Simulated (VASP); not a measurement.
# Sr (C2/c) in VASP: single point with PBE

Aim: the single point of Sr with PBE.

Everything below comes from runs of VASP 6.6.1. Logs are shortened: lines on timing, memory, paths and dates and some standing lists are left out, and cuts for length are marked.

**1. The cell of the first run**

Symmetry: C2/c, No. 15, monoclinic system. The conventional cell has a = 4.019 Å, b = 10.556 Å, c = 5.649 Å, α = 90.00°, β = 110.77°, γ = 90.00°. Sr (site symmetry 2) has 10 Sr at 3.87 to 4.80 Å within 5.1 Å.

**2. Single point, PBE**

Input file INCAR:

```
SYSTEM = Sr
  PREC = Accurate
  ENCUT = 520
  EDIFF = 1E-6
  ISMEAR = -1
  SIGMA = 0.1
  LREAL = .False.
  LASPH = .True.
  NELM = 60
  ALGO = Normal
  ISIF = 2
  LWAVE = .False.
  LCHARG = .True.
  GGA = PE
  LELF = .True.
  LVHAR = .True.
  NBANDS = 17
  ISYM = 0
```

Input file KPOINTS:

```
Automatic mesh
0
Gamma
  9 9 6
  0 0 0
```

Input file POSCAR:

```
Sr
1.0
   -3.7311193184      3.7329046435      2.0094741610
    3.7329046435     -3.7311193184      2.0094741610
    3.7340147394      3.7340147394     -2.0062043349
Sr
2
Direct
    0.0000618688      0.9999381312      1.0000000000
    0.7499381312      0.2500618688      0.5000000000
```

Potentials or basis: VASP PAW PBE potentials, release 64 (Sr_sv).

Command:

```bash
cat potpaw_PBE.64/Sr_sv/POTCAR > POTCAR
mpirun -np 1 vasp_std > vasp.out
```

OUTCAR:

```text
SYSTEM = Sr
   PREC = Accurate
   ENCUT = 520
   EDIFF = 1E-6
   ISMEAR = -1
   LREAL = .False.
   LASPH = .True.
   NELM = 60
   ISIF = 2
   GGA = PE
   ISYM = 0

 ion  position               nearest neighbor table
   1  0.000  1.000  0.000-   2 3.87   2 3.87   2 3.87   2 3.87   2 4.80   2 4.80   2 4.80   2 4.80

   2  0.750  0.250  0.500-   1 3.87   1 3.87   1 3.87   1 3.87   1 4.80   1 4.80   1 4.80   1 4.80

IMPORTANT INFORMATION: All symmetrisations will be switched off!
NOSYMM: (Re-)initialisation of all symmetry stuff for point group C_1.

----------------------------------------------------------------------------------------

                                     Primitive cell

  volume of cell :     112.0379

  direct lattice vectors                    reciprocal lattice vectors
    -3.731119318  3.732904643  2.009474161    -0.000160824  0.133815166  0.248761941
     3.732904643 -3.731119318  2.009474161     0.133815166 -0.000160824  0.248761941
     3.734014739  3.734014739 -2.006204335     0.133872180  0.133872180 -0.000118939

  length of vectors
     5.647460921  5.647460921  5.648945741     0.282469516  0.282469516  0.189323889

  position of ions in fractional coordinates (direct lattice)
     0.000061869  0.999938131  1.000000000
     0.749938131  0.250061869  0.500000000

  ion indices of the primitive-cell ions
   primitive index   ion index
                 1           1
                 2           2

----------------------------------------------------------------------------------------

 KPOINTS: Automatic mesh

Automatic generation of k-mesh.
 Grid dimensions read from file:
 generate k-points for:    9    9    6

 Generating k-lattice:

  Cartesian coordinates                     Fractional coordinates (reciprocal lattice)
    -0.000017869  0.014868352  0.027640216     0.111111111  0.000000000  0.000000000
     0.014868352 -0.000017869  0.027640216     0.000000000  0.111111111  0.000000000
     0.022312030  0.022312030 -0.000019823     0.000000000  0.000000000  0.166666667

  Length of vectors
     0.031385502  0.031385502  0.031553982

  Shift w.r.t. Gamma in fractional coordinates (k-lattice)
     0.000000000  0.000000000  0.000000000

 Subroutine IBZKPT returns following result:
 ===========================================

 Found    244 irreducible k-points:

 Following reciprocal coordinates:
            Coordinates               Weight
  0.000000  0.000000  0.000000      1.000000
  0.111111 -0.000000  0.000000      2.000000
  0.000000 -0.111111  0.000000      2.000000
  0.222222  0.000000 -0.000000      2.000000
  0.000000 -0.222222  0.000000      2.000000
  0.333333  0.000000 -0.000000      2.000000
[... 16 lines left out ...]
 -0.111111  0.111111  0.000000      2.000000
  0.222222  0.222222 -0.000000      2.000000
 [... further k-points ...]
   k-points           NKPTS =    244   k-points in BZ     NKDIM =    244   number of bands    NBANDS=     17
   number of dos      NEDOS =    301   number of ions     NIONS =      2
   total plane-waves  NPLWV =  74088
   dimension x,y,z NGX =    42 NGY =   42 NGZ =   42
   dimension x,y,z NGXF=    84 NGYF=   84 NGZF=   84
   ions per type =               2
   NGX,Y,Z   is equivalent  to a cutoff of  12.36, 12.36, 12.36 a.u.
   NGXF,Y,Z  is equivalent  to a cutoff of  24.73, 24.73, 24.72 a.u.
 SYSTEM =  Sr
   PREC   = accura    normal or accurate (medium, high low for compatibility)
   ISTART =      0    job   : 0-new  1-cont  2-samecut
   ICHARG =      2    charge: 1-file 2-atom 10-const
   ISPIN  =      1    spin polarized calculation?
   LNONCOLLINEAR =      F non collinear calculations
   LSORBIT =      F    spin-orbit coupling
   LASPH  =      T    aspherical Exc in radial PAW
   ENCUT  =  520.0 eV  38.22 Ry    6.18 a.u.  10.50 10.50 10.50*2*pi/ulx,y,z
   NELM   =     60;   NELMIN=  2; NELMDL= -5     # of ELM steps
   EDIFF  = 0.1E-05   stopping-criterion for ELM
   LREAL  =      F    real-space projection
   EDIFFG = 0.1E-04   stopping-criterion for IOM
   NSW    =      0    number of steps for IOM
   IBRION =     -1    ionic relax: 0-MD 1-quasi-New 2-CG
   NFREE  =      0    steps in history (QN), initial steepest desc. (CG)
   ISIF   =      2    stress and relaxation
   ISYM   =      0    0-nonsym 1-usesym 2-fastsym
   POTIM  = 0.5000    time-step for ionic-motion
   TEBEG  =    0.0;   TEEND  =   0.0 temperature during run
   PSTRESS=    0.0 pullay stress
   NELECT =      20.0000    total number of electrons
   NUPDOWN=      -1.0000    fix difference up-down
   EMIN   =  10.00;   EMAX   =-10.00  energy-range for DOS
   EFERMI =   0.00;   METHOD = LEGACY
   ISMEAR =    -1;   SIGMA  =   0.10  broadening in eV -4-tet -1-fermi 0-gaus
   EFERMI_NEDOS =   21; number of points for ismear=-14 and -15
   IALGO  =     38    algorithm
   IMIX   =      4    mixing-type and parameters
     AMIX     =   0.40;   BMIX     =  1.00
     AMIX_MAG =   1.60;   BMIX_MAG =  1.00
  volume/ion in A,a.u.               =      56.02       378.03
  Fermi-wavevector in a.u.,A,eV,Ry     =   0.921785  1.741922 11.560710  0.849688
  Thomas-Fermi vector in A             =   2.047240
   LORBIT       =      0    0 simple, 1 ext, 2 COOP (PROOUT), +10 PAW based schemes
   GGA     = PE    functional components
   LHFCALC =     F    Hartree Fock is set to
   AEXX    =    0.0000 exact exchange contribution
   IVDW    =     0    specifies the selected vdW correction
   LEPSILON=     F    determine dielectric tensor
   LRPA    =     F    only Hartree local field effects (RPA)
 non-spin polarized calculation
  energy-cutoff  :      520.00
  volume of cell :      112.04
 maximum number of plane-waves:      3037
 NGX is ok and might be reduce to    42
   NGX = 21   NGY = 21   NGZ = 21

 number of electron      20.0000000 magnetization

 Free energy of the ion-electron system (eV)
  ---------------------------------------------------
  ext. energy  EPLUGINS =         0.00000000
  ---------------------------------------------------
  free energy    TOTEN  =        -2.81385116 eV

  energy without entropy =       -2.70521517  energy(sigma->0) =       -2.75953317

 E-fermi :   1.3949     XC(G=0):  -7.2855

 val. band max:        1.3943751758   @ k =   0.4444   0.0000   0.3333
 cond. band min:       1.3963276995   @ k =  -0.1111  -0.4444   0.3333
 fundamental gap:      0.0019525238
 Fermi energy:         1.3948965966

 k-point     1 :       0.0000    0.0000    0.0000
  band No.  band energies     occupation
      1     -35.3221      2.00000
      2     -35.2870      2.00000
      3     -17.4061      2.00000
      4     -17.4057      2.00000
      5     -17.1957      2.00000
      6     -17.1925      2.00000
[... 9 lines left out ...]
     16       4.9740      0.00000
     17       4.9815      0.00000

 k-point     2 :       0.1111   -0.0000    0.0000
  band No.  band energies     occupation
      1     -35.3200      2.00000
      2     -35.2867      2.00000
      3     -17.4039      2.00000
      4     -17.3962      2.00000
      5     -17.2198      2.00000
      6     -17.2150      2.00000
[... 9 lines left out ...]
     16       4.4530      0.00000
     17       4.5318      0.00000

 k-point     3 :       0.0000   -0.1111    0.0000
  band No.  band energies     occupation
      1     -35.3200      2.00000
      2     -35.2867      2.00000
      3     -17.4039      2.00000
      4     -17.3962      2.00000
      5     -17.2198      2.00000
      6     -17.2150      2.00000
[... 9 lines left out ...]
     16       4.4530      0.00000
     17       4.5318      0.00000

 k-point     4 :       0.2222    0.0000   -0.0000
  band No.  band energies     occupation
      1     -35.3145      2.00000
      2     -35.2860      2.00000
      3     -17.3988      2.00000
      4     -17.3734      2.00000
      5     -17.2776      2.00000
      6     -17.2657      2.00000
[... 9 lines left out ...]
     16       4.0051      0.00000
     17       4.1589      0.00000

 k-point     5 :       0.0000   -0.2222    0.0000
  band No.  band energies     occupation
      1     -35.3145      2.00000
      2     -35.2860      2.00000
      3     -17.3988      2.00000
      4     -17.3734      2.00000
      5     -17.2776      2.00000
      6     -17.2657      2.00000
[... 9 lines left out ...]
     16       4.0051      0.00000
     17       4.1589      0.00000

 k-point     6 :       0.3333    0.0000   -0.0000
  band No.  band energies     occupation
      1     -35.3078      2.00000
      2     -35.2858      2.00000
      3     -17.3929      2.00000
      4     -17.3691      2.00000
      5     -17.3393      2.00000
      6     -17.2981      2.00000
[... 9 lines left out ...]
     16       3.8633      0.00000
     17       4.5016      0.00000
[... 281 lines left out ...]
 k-point    21 :      -0.2222    0.1111    0.0000
  band No.  band energies     occupation
      1     -35.3180      2.00000
      2     -35.2887      2.00000
      3     -17.4002      2.00000
      4     -17.3781      2.00000
      5     -17.2345      2.00000
      6     -17.2138      2.00000
[... 9 lines left out ...]
     16       4.4126      0.00000
     17       4.5201      0.00000

 k-point    22 :      -0.1111    0.2222   -0.0000
  band No.  band energies     occupation
      1     -35.3180      2.00000
      2     -35.2887      2.00000
      3     -17.4002      2.00000
      4     -17.3781      2.00000
      5     -17.2345      2.00000
      6     -17.2138      2.00000
[... 9 lines left out ...]
     16       4.4126      0.00000
     17       4.5201      0.00000

 k-point    23 :      -0.1111    0.1111    0.0000
  band No.  band energies     occupation
      1     -35.3210      2.00000
      2     -35.2880      2.00000
      3     -17.4003      2.00000
      4     -17.3999      2.00000
      5     -17.2065      2.00000
      6     -17.1917      2.00000
[... 9 lines left out ...]
     16       4.9914      0.00000
     17       5.0152      0.00000

 k-point    24 :       0.2222    0.2222   -0.0000
  band No.  band energies     occupation
      1     -35.3040      2.00000
      2     -35.2850      2.00000
      3     -17.4092      2.00000
      4     -17.3779      2.00000
      5     -17.3527      2.00000
      6     -17.3335      2.00000
[... 9 lines left out ...]
     16       3.9914      0.00000
     17       5.1811      0.00000

 [... further k-points ...]

------------------------ aborting loop because EDIFF is reached ----------------------------------------

  FORCE on cell =-STRESS in cart. coord.  units (eV):
  Direction    XX          YY          ZZ          XY          YZ          ZX
  --------------------------------------------------------------------------------------
  -------------------------------------------------------------------------------------
  Total       -0.0055165     -0.0055204      0.0046859      0.0036392      0.0046111      0.0046090
  in kB       -0.0788879     -0.0789428      0.0670105      0.0520419      0.0659402      0.0659100
  external PRESSURE =      -0.0302734 kB  Pullay stress =       0.0000000 kB

 VOLUME and BASIS-vectors are now :
 -----------------------------------------------------------------------------
  energy-cutoff  :      520.00
  volume of cell :      112.04
      direct lattice vectors                 reciprocal lattice vectors
    -3.731119318  3.732904643  2.009474161    -0.000160824  0.133815166  0.248761941
     3.732904643 -3.731119318  2.009474161     0.133815166 -0.000160824  0.248761941
     3.734014739  3.734014739 -2.006204335     0.133872180  0.133872180 -0.000118939

 POSITION                                       TOTAL-FORCE (eV/Angst)
 -----------------------------------------------------------------------------------
      3.73244     -3.73066      2.00947         0.000085     -0.000084     -0.000001
      0.00236      3.73344      1.00637        -0.000085      0.000084      0.000001
 -----------------------------------------------------------------------------------
    total drift:                                0.000001     -0.000002      0.000001

  FREE ENERGIE OF THE ION-ELECTRON SYSTEM (eV)
  ---------------------------------------------------
  free  energy   TOTEN  =        -2.8138511619 eV

  energy  without entropy=       -2.7052151690  energy(sigma->0) =       -2.75953317
```

Wall time 9.1 min (1 thread of Intel Xeon Platinum 8375C at 2.90GHz (Ice Lake), shared host); peak memory 0.54 GiB.

What came out:

| Item | Value |
| --- | --- |
| Free energy | -2.8139 eV |
| Pressure | 0.0 GPa |
| Band gap on the k mesh | zero (bands 10 and 11 overlap by 0.58 eV) |
